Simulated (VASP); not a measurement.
Wanted: the native input for a VASP 6.6.1 run.

```yaml
Task: relaxation of cell and atoms
Functional: PBEsol
Potentials_or_basis: VASP PAW PBE potentials, release 64 (Rh_pv)
Cutoff: 600 eV
k_mesh: 24 × 24 × 24
Occupations: gaussian, width 0.1 eV
Spin: no spin polarisation
Dipole_correction: no
Further_INCAR_settings: ALGO = Normal; EDIFF = 1e-07; IBRION = 2; EDIFFG = -0.003; NSW = 80; ISIF = 3
```

The structure of Rh lies in POSCAR:

```
Rh
1.0
    0.0000000000      1.9000000000      1.9000000000
    1.9000000000      0.0000000000      1.9000000000
    1.9000000000      1.9000000000      0.0000000000
Rh
1
Direct
    0.0000000000      0.0000000000      0.0000000000
```

The input as run:

INCAR

```
SYSTEM = Rh
PREC = Accurate
ENCUT = 600
EDIFF = 1E-7
ISMEAR = 0
SIGMA = 0.1
LREAL = .False.
LASPH = .True.
NELM = 60
ALGO = Normal
ISIF = 3
LWAVE = .False.
LCHARG = .False.
GGA = PS
IBRION = 2
NSW = 80
EDIFFG = -0.003
```

KPOINTS

```
Automatic mesh
0
Gamma
  24 24 24
  0 0 0
```

Potentials or basis: VASP PAW PBE potentials, release 64 (Rh_pv).

Launch:

```console
$ cat potpaw_PBE.64/Rh_pv/POTCAR > POTCAR
$ mpirun -np 1 vasp_std > vasp.out
```

It gave:

```json
{
  "Relaxed volume": "13.49 Å³/atom",
  "Relaxed cell": "a = 2.672 Å, b = 2.672 Å, c = 2.672 Å, α = 60.00°, β = 60.00°, γ = 60.00°",
  "Space group after relaxing (to 0.05 Å)": "Fm-3m (No. 225)",
  "Energy gained by relaxing": "3.4 meV/atom",
  "Ionic steps": "4",
  "Pressure after relaxing": "0.0 GPa"
}
```

Caveat: the PAW data sets were made with another functional, which shifts forces and pressure a little.

Wall time 99 s on 1 thread of Intel Xeon 6975P-C, on a shared host, peak memory 0.21 GiB.
